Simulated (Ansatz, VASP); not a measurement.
# One calculation of MgO, two programs

```
CELL_PARAMETERS angstrom
0.00000 2.19800 2.19800
2.19800 0.00000 2.19800
2.19800 2.19800 0.00000
ATOMIC_POSITIONS crystal
Mg 0.00000 0.00000 0.00000
O 0.50000 0.50000 0.50000
```

Alike in both runs: task single point; functional PBE; k mesh 7 × 7 × 7; occupations methfessel-paxton of order 1, width 0.15 eV; no spin polarisation.

|  | VASP | Ansatz |
| --- | --- | --- |
| version | VASP 6.6.1 | Ansatz 0.2.0 |
| potentials or method | VASP PAW PBE potentials, release 64 (Mg_sv, O), cutoff 840 eV | PAW, plane waves, scalar-relativistic |
| valence electrons in the cell | 16 | 16 |

|  | VASP | Ansatz | Ansatz less VASP |
| --- | --- | --- | --- |
| pressure (GPa) | -12.1 | -12.0 | +0.12 |
